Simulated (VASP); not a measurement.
The system is Ti.

```
Ti
1.0
     2.95000    0.00000    0.00000
    -1.47500    2.55477    0.00000
     0.00000    0.00000    4.63914
Ti
2
Direct
  0.33333 0.66667 0.25000
  0.66667 0.33333 0.75000
```

This cell differs from its parent crystal: zz strain of -1 %.

Base run:

| Item | Value |
| --- | --- |
| Program | VASP 6.6.1 |
| Functional | PBE |
| Potentials or basis | VASP PAW PBE potentials, release 64 (Ti_sv) |
| Cutoff | 520 eV |
| k mesh | 13 × 13 × 7 |
| Occupations | fermi-dirac, width 0.08 eV |
| Spin | no spin polarisation |

Its results: band gap on the k mesh zero (bands 12 and 13 overlap by 1.09 eV); pressure -0.7 GPa.

**Question.** The run is repeated on the same cell with these changes: cutoff from 520 eV to 400 eV; further incar settings from ALGO = Normal; EDIFF = 1e-07; NBANDS = 19 to ALGO = Normal; EDIFF = 1e-08; NBANDS = 19. What comes out?

**Answer.** Band gap on the k mesh zero (bands 12 and 13 overlap by 1.09 eV); pressure -1.5 GPa.
